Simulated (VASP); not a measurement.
# TaN (P-62m) in VASP: notebook

Aim: see how the results for TaN move with the level of theory and the settings. Levels: PBEsol, LDA. Tasks: relaxation of cell and atoms.

Program: VASP 6.6.1. These are calculated values, not measurements. Logs are shortened: lines on timing, memory, paths and dates and some standing lists are left out, and cuts for length are marked.

## Step 1: The cell of the first run

Symmetry: P-62m, No. 189, hexagonal system. The conventional cell has a = 5.196 Å, b = 5.196 Å, c = 2.911 Å, α = 90.00°, β = 90.00°, γ = 120.00°. Within 2.9 Å of Ta (site symmetry -6) lie 6 N at 2.16 Å. Ta (site symmetry -62m) has 3 N at 2.04 Å within 2.7 Å. Within 2.7 Å of N (site symmetry m2m) lie 5 Ta at 2.04 to 2.16 Å.

## Step 2: Relaxation of cell and atoms, PBEsol

Input file INCAR:

```
ALGO = Normal ; EDIFF = 1E-7
EDIFFG = -0.01 ; ENCUT = 600
GGA = PS ; IBRION = 2
ISIF = 3 ; ISMEAR = -1
LASPH = T ; LCHARG = F
LREAL = F ; LWAVE = F
NELM = 100 ; NSW = 80
PREC = Accurate ; SIGMA = 0.1
```

Input file KPOINTS:

```
k-points
0
Gamma
  7 7 11
```

Input file POSCAR:

```
TaN
1.0
    5.1960000000      0.0000000000      0.0000000000
   -2.5980000000      4.4998680000      0.0000000000
    0.0000000000      0.0000000000      2.9110000000
Ta N
3 3
Direct
    0.3333333300      0.6666666700      0.5000000000
    0.6666666700      0.3333333300      0.5000000000
    0.0000000000      0.0000000000      0.0000000000
    0.3928500000      0.0000000000      0.0000000000
    0.6071500000      0.6071500000      0.0000000000
    0.0000000000      0.3928500000      0.0000000000
```

Potentials or basis: VASP PAW PBE potentials, release 64 (Ta_pv, N).

Command:

```console
cat potpaw_PBE.64/Ta_pv/POTCAR potpaw_PBE.64/N/POTCAR > POTCAR
mpirun -np 1 vasp_std > vasp.out
```

OUTCAR:

```text
EDIFF = 1E-7
   EDIFFG = -0.01
   ENCUT = 600
   GGA = PS
   IBRION = 2
   ISIF = 3
   ISMEAR = -1
   LASPH = T
   LREAL = F
   NELM = 100
   NSW = 80
   PREC = Accurate

 ion  position               nearest neighbor table
   1  0.333  0.667  0.500-   4 2.16   4 2.16   6 2.16   6 2.16   5 2.16   5 2.16   2 3.00   2 3.00
                             2 3.00   3 3.33   3 3.33   3 3.33   3 3.33   3 3.33   3 3.33
   2  0.667  0.333  0.500-   6 2.16   6 2.16   4 2.16   4 2.16   5 2.16   5 2.16   1 3.00   1 3.00
                             1 3.00   3 3.33   3 3.33   3 3.33   3 3.33   3 3.33   3 3.33
   3  0.000  0.000  0.000-   4 2.04   5 2.04   6 2.04   2 3.33   1 3.33   1 3.33   2 3.33   2 3.33
                             2 3.33   1 3.33   1 3.33   2 3.33   2 3.33   1 3.33   1 3.33
   4  0.393  0.000  0.000-   3 2.04   1 2.16   1 2.16   2 2.16   2 2.16
   5  0.607  0.607  0.000-   3 2.04   1 2.16   1 2.16   2 2.16   2 2.16
   6  0.000  0.393  0.000-   3 2.04   2 2.16   2 2.16   1 2.16   1 2.16

  LATTYP: Found a hexagonal cell.
 ALAT       =     5.1960000000
 C/A-ratio  =     0.5602386451

  Lattice vectors:

 A1 = (   5.1960000000,   0.0000000000,   0.0000000000)
 A2 = (  -2.5980000000,   4.4998680000,   0.0000000000)
 A3 = (   0.0000000000,   0.0000000000,   2.9110000000)

Analysis of symmetry for initial positions (statically):
=====================================================================
 Subroutine PRICEL returns:
 Original cell was already a primitive cell.

 Routine SETGRP: Setting up the symmetry group for a
 hexagonal supercell.

 Subroutine GETGRP returns: Found 12 space group operations
 (whereof 12 operations were pure point group operations)
 out of a pool of 24 trial point group operations.

The static configuration has the point symmetry D_3h.

Analysis of symmetry for dynamics (positions and initial velocities):
=====================================================================
 Subroutine PRICEL returns:
 Original cell was already a primitive cell.

 Routine SETGRP: Setting up the symmetry group for a
 hexagonal supercell.

 Subroutine GETGRP returns: Found 12 space group operations
 (whereof 12 operations were pure point group operations)
 out of a pool of 24 trial point group operations.

The dynamic configuration has the point symmetry D_3h.

 Subroutine INISYM returns: Found 12 space group operations
 (whereof 12 operations are pure point group operations),
 and found     1 'primitive' translations

----------------------------------------------------------------------------------------

                                     Primitive cell

  volume of cell :      68.0630

  direct lattice vectors                    reciprocal lattice vectors
     5.196000000  0.000000000  0.000000000     0.192455735  0.111114370  0.000000000
    -2.598000000  4.499868000  0.000000000     0.000000000  0.222228741  0.000000000
     0.000000000  0.000000000  2.911000000     0.000000000  0.000000000  0.343524562

  length of vectors
     5.196000000  5.196000002  2.911000000     0.222228741  0.222228741  0.343524562

  position of ions in fractional coordinates (direct lattice)
     0.333333330  0.666666670  0.500000000
     0.666666670  0.333333330  0.500000000
     0.000000000  0.000000000  0.000000000
     0.392850000  0.000000000  0.000000000
     0.607150000  0.607150000  0.000000000
     0.000000000  0.392850000  0.000000000

  ion indices of the primitive-cell ions
   primitive index   ion index
                 1           1
                 2           2
                 3           3
                 4           4
                 5           5
                 6           6

----------------------------------------------------------------------------------------

 KPOINTS: k-points

Automatic generation of k-mesh.
 Grid dimensions read from file:
 generate k-points for:    7    7   11

 Generating k-lattice:

  Cartesian coordinates                     Fractional coordinates (reciprocal lattice)
     0.027493676  0.015873481  0.000000000     0.142857143  0.000000000  0.000000000
     0.000000000  0.031746963  0.000000000     0.000000000  0.142857143  0.000000000
     0.000000000  0.000000000  0.031229506     0.000000000  0.000000000  0.090909091

  Length of vectors
     0.031746963  0.031746963  0.031229506

  Shift w.r.t. Gamma in fractional coordinates (k-lattice)
     0.000000000  0.000000000  0.000000000

 Subroutine IBZKPT returns following result:
 ===========================================

 Found     48 irreducible k-points:

 Following reciprocal coordinates:
            Coordinates               Weight
  0.000000  0.000000  0.000000      1.000000
  0.142857  0.000000  0.000000      6.000000
  0.285714  0.000000  0.000000      6.000000
  0.428571  0.000000  0.000000      6.000000
  0.142857  0.142857  0.000000      6.000000
  0.285714  0.142857  0.000000     12.000000
[... 16 lines left out ...]
  0.428571  0.142857  0.181818     12.000000
  0.285714  0.285714  0.181818     12.000000
 [... further k-points ...]
   k-points           NKPTS =     48   k-points in BZ     NKDIM =     48   number of bands    NBANDS=     28
   number of dos      NEDOS =    301   number of ions     NIONS =      6
   total plane-waves  NPLWV =  42336
   dimension x,y,z NGX =    42 NGY =   42 NGZ =   24
   dimension x,y,z NGXF=    84 NGYF=   84 NGZF=   48
   ions per type =               3   3
   NGX,Y,Z   is equivalent  to a cutoff of  13.44, 13.44, 13.71 a.u.
   NGXF,Y,Z  is equivalent  to a cutoff of  26.88, 26.88, 27.41 a.u.
 SYSTEM =  unknown system
   PREC   = accura    normal or accurate (medium, high low for compatibility)
   ISTART =      0    job   : 0-new  1-cont  2-samecut
   ICHARG =      2    charge: 1-file 2-atom 10-const
   ISPIN  =      1    spin polarized calculation?
   LNONCOLLINEAR =      F non collinear calculations
   LSORBIT =      F    spin-orbit coupling
   LASPH  =      T    aspherical Exc in radial PAW
   ENCUT  =  600.0 eV  44.10 Ry    6.64 a.u.  10.38 10.38  5.81*2*pi/ulx,y,z
   NELM   =    100;   NELMIN=  2; NELMDL= -5     # of ELM steps
   EDIFF  = 0.1E-06   stopping-criterion for ELM
   LREAL  =      F    real-space projection
   EDIFFG = -.1E-01   stopping-criterion for IOM
   NSW    =     80    number of steps for IOM
   IBRION =      2    ionic relax: 0-MD 1-quasi-New 2-CG
   NFREE  =      1    steps in history (QN), initial steepest desc. (CG)
   ISIF   =      3    stress and relaxation
   ISYM   =      2    0-nonsym 1-usesym 2-fastsym
   POTIM  = 0.5000    time-step for ionic-motion
   TEBEG  =    0.0;   TEEND  =   0.0 temperature during run
   PSTRESS=    0.0 pullay stress
   NELECT =      48.0000    total number of electrons
   NUPDOWN=      -1.0000    fix difference up-down
   EMIN   =  10.00;   EMAX   =-10.00  energy-range for DOS
   EFERMI =   0.00;   METHOD = LEGACY
   ISMEAR =    -1;   SIGMA  =   0.10  broadening in eV -4-tet -1-fermi 0-gaus
   EFERMI_NEDOS =   21; number of points for ismear=-14 and -15
   IALGO  =     38    algorithm
   IMIX   =      4    mixing-type and parameters
     AMIX     =   0.40;   BMIX     =  1.00
     AMIX_MAG =   1.60;   BMIX_MAG =  1.00
  volume/ion in A,a.u.               =      11.34        76.55
  Fermi-wavevector in a.u.,A,eV,Ry     =   1.457197  2.753703 28.890916  2.123422
  Thomas-Fermi vector in A             =   2.574026
   LORBIT       =      0    0 simple, 1 ext, 2 COOP (PROOUT), +10 PAW based schemes
   GGA     = PS    functional components
   LHFCALC =     F    Hartree Fock is set to
   AEXX    =    0.0000 exact exchange contribution
   IVDW    =     0    specifies the selected vdW correction
   LEPSILON=     F    determine dielectric tensor
   LRPA    =     F    only Hartree local field effects (RPA)
 conjugate gradient relaxation of ions
 non-spin polarized calculation
  energy-cutoff  :      600.00
  volume of cell :       68.06
 maximum number of plane-waves:      2310
 NGX is ok and might be reduce to    42
   NGX = 21   NGY = 21   NGZ = 11

--------------------------------------- Ionic step        1  -------------------------------------------

 number of electron      48.0000003 magnetization

 Free energy of the ion-electron system (eV)
  ---------------------------------------------------
  ext. energy  EPLUGINS =         0.00000000
  ---------------------------------------------------
  free energy    TOTEN  =       -71.46167720 eV

  energy without entropy =      -71.44025841  energy(sigma->0) =      -71.45096780

------------------------ aborting loop because EDIFF is reached ----------------------------------------

  FORCE on cell =-STRESS in cart. coord.  units (eV):
  Direction    XX          YY          ZZ          XY          YZ          ZX
  --------------------------------------------------------------------------------------
  -------------------------------------------------------------------------------------
  Total       -1.0121616     -1.0121616     -1.8250081      0.0000000     -0.0000000      0.0000000
  in kB      -23.8259001    -23.8259001    -42.9599980      0.0000000     -0.0000000      0.0000000
  external PRESSURE =     -30.2039327 kB  Pullay stress =       0.0000000 kB
[... 305 lines left out ...]
  energy  without entropy=      -71.4476945387  energy(sigma->0) =      -71.45813334

--------------------------------------- Ionic step        9  -------------------------------------------

 number of electron      48.0000001 magnetization

 Free energy of the ion-electron system (eV)
  ---------------------------------------------------
  ext. energy  EPLUGINS =         0.00000000
  ---------------------------------------------------
  free energy    TOTEN  =       -71.46858079 eV

  energy without entropy =      -71.44769966  energy(sigma->0) =      -71.45814023

 E-fermi :   8.2878     XC(G=0): -13.2089

 val. band max:        8.1817540501   @ k =   0.2857   0.0000   0.4545
 cond. band min:       8.2884375105   @ k =   0.1429   0.1429   0.4545
 fundamental gap:      0.1066834604
 Fermi energy:         8.2877714139

 k-point     1 :       0.0000    0.0000    0.0000
  band No.  band energies     occupation
      1     -27.9016      2.00000
      2     -27.9016      2.00000
      3     -27.5407      2.00000
      4     -27.5407      2.00000
      5     -27.3493      2.00000
      6     -27.2381      2.00000
[... 733 lines left out ...]
     27       9.6956      0.00000
     28      10.1197      0.00000

 [... further k-points ...]

------------------------ aborting loop because EDIFF is reached ----------------------------------------

  FORCE on cell =-STRESS in cart. coord.  units (eV):
  Direction    XX          YY          ZZ          XY          YZ          ZX
  --------------------------------------------------------------------------------------
  -------------------------------------------------------------------------------------
  Total       -0.0304730     -0.0304730     -0.0370264      0.0000000      0.0000000      0.0000000
  in kB       -0.7238034     -0.7238034     -0.8794609      0.0000000      0.0000000      0.0000000
  external PRESSURE =      -0.7756892 kB  Pullay stress =       0.0000000 kB
[... 21 lines left out ...]
  FREE ENERGIE OF THE ION-ELECTRON SYSTEM (eV)
  ---------------------------------------------------
  free  energy   TOTEN  =       -71.4685807923 eV

  energy  without entropy=      -71.4476996642  energy(sigma->0) =      -71.45814023

 reached required accuracy - stopping structural energy minimisation
```

Run time: 6.8 min. Hardware: 1 thread of Intel Xeon Platinum 8488C (Sapphire Rapids), shared host; peak memory 0.27 GiB.

What came out:

```
Free energy                            : -71.4686 eV
Relaxed volume                         : 11.24 Å³/atom
Relaxed cell                           : a = 5.186 Å, b = 5.186 Å, c = 2.896 Å, α = 90.00°, β = 90.00°, γ = 120.00°
Space group after relaxing (to 0.05 Å) : P-62m (No. 189)
Energy gained by relaxing              : 1.2 meV/atom
Ionic steps                            : 9
Pressure after relaxing                : -0.1 GPa
Band gap on the k mesh                 : zero (band 24 reaches 10.17 eV, above the bottom of band 25 at 6.96 eV)
```

Forces in eV/Å, atoms in the order of the input:
```
Ta   0.000  0.000  0.000
Ta   0.000  0.000  0.000
Ta   0.000  0.000  0.000
N    0.003  0.000  0.000
N   -0.001 -0.002  0.000
N   -0.001  0.002  0.000
```

The path:
```tsv
step	energy change (eV)	largest force (eV/Å)	pressure (GPa)	volume (Å³)
1	0.0000	0.0184	-3.02	68.06
2	0.0291	0.0974	7.81	65.98
3	-0.0067	0.0435	0.09	67.43
4	-0.0067	0.0439	0.15	67.41
5	-0.0068	0.0069	-0.03	67.45
6	-0.0069	0.0119	0.04	67.43
7	-0.0069	0.0106	0.03	67.43
8	-0.0069	0.0113	0.03	67.43
9	-0.0069	0.0025	-0.08	67.45
```

Final structure:
```cif
data_structure
_symmetry_space_group_name_H-M 'P 1'
_symmetry_Int_Tables_number 1
_cell_length_a 5.1860
_cell_length_b 5.1860
_cell_length_c 2.8961
_cell_angle_alpha 90.000
_cell_angle_beta 90.000
_cell_angle_gamma 120.000
_cell_volume 67.45
loop_
_atom_site_label
_atom_site_type_symbol
_atom_site_fract_x
_atom_site_fract_y
_atom_site_fract_z
_atom_site_occupancy
Ta1 Ta 0.33333 0.66667 0.50000 1
Ta2 Ta 0.66667 0.33333 0.50000 1
Ta3 Ta 0.00000 0.00000 0.00000 1
N1 N 0.39321 0.00000 0.00000 1
N2 N 0.60679 0.60679 0.00000 1
N3 N 0.00000 0.39321 0.00000 1
```

Caveat: the PAW data sets were made with another functional, which shifts forces and pressure a little; spin-orbit coupling is left out, which moves the levels of the heavy elements.

## Step 3: Relaxation of cell and atoms, LDA

Input file INCAR:

```
PREC = Accurate
ENCUT = 600
EDIFF = 1E-7
ISMEAR = -1
SIGMA = 0.1
LREAL = F
LASPH = T
NELM = 60
ALGO = Normal
ISIF = 3
LWAVE = F
LCHARG = F
GGA = CA
IBRION = 2
NSW = 80
EDIFFG = -0.01
```

Input file KPOINTS:

```
regular mesh
0
Gamma
  7 7 11
```

POSCAR is that of step 2.

Potentials or basis: VASP PAW LDA potentials, release 64 (Ta_pv, N).

Command:

```console
cat potpaw_LDA.64/Ta_pv/POTCAR potpaw_LDA.64/N/POTCAR > POTCAR
mpirun -np 1 vasp_std > vasp.out
```

It took 7.7 min on 1 thread of Intel Xeon Platinum 8488C (Sapphire Rapids), shared host; peak memory 0.24 GiB.

It converged, with:

| Property | Result |
| --- | --- |
| Free energy | -74.1600 eV |
| Relaxed volume | 11.06 Å³/atom |
| Relaxed cell | a = 5.159 Å, b = 5.159 Å, c = 2.879 Å, α = 90.00°, β = 90.00°, γ = 120.00° |
| Space group after relaxing (to 0.05 Å) | P-62m (No. 189) |
| Energy gained by relaxing | 7.7 meV/atom |
| Ionic steps | 10 |
| Pressure after relaxing | 0.0 GPa |
| Band gap on the k mesh | zero (band 24 reaches 10.38 eV, above the bottom of band 25 at 7.12 eV) |

The path:
```csv
step,energy change (eV),largest force (eV/Å),pressure (GPa),volume (Å³)
1,0.0000,0.0380,-8.34,68.06
2,0.2502,0.3308,24.88,62.41
3,-0.0460,0.0646,-0.16,66.41
4,-0.0460,0.0671,0.02,66.38
5,-0.0460,0.0692,0.20,66.34
6,-0.0463,0.0054,0.13,66.35
7,-0.0464,0.0190,0.16,66.35
8,-0.0464,0.0005,-0.29,66.43
9,-0.0464,0.0105,-0.08,66.39
10,-0.0465,0.0017,-0.01,66.37
```

Final structure:
```yaml
crystal:
  lattice:
    - [5.15948, 0.00000, 0.00000]
    - [-2.57974, 4.46824, 0.00000]
    - [0.00000, 0.00000, 2.87899]
  atoms:
    - { symbol: Ta, position: [0.33333, 0.66667, 0.50000] }
    - { symbol: Ta, position: [0.66667, 0.33333, 0.50000] }
    - { symbol: Ta, position: [0.00000, 0.00000, 0.00000] }
    - { symbol: N, position: [0.39330, 0.00000, 0.00000] }
    - { symbol: N, position: [0.60670, 0.60670, 0.00000] }
    - { symbol: N, position: [0.00000, 0.39330, 0.00000] }
```

Levels at points of the mesh, in eV from the Fermi level:
| k point | band 22 | band 23 | band 24 | band 25 | band 26 | band 27 |
| --- | --- | --- | --- | --- | --- | --- |
| (0.00, 0.00, 0.00) | -3.32 | -1.99 | -0.98 | -0.98 | 0.56 | 0.56 |

Caveat: spin-orbit coupling is left out, which moves the levels of the heavy elements. Zero-point motion and thermal expansion aren't in these numbers.
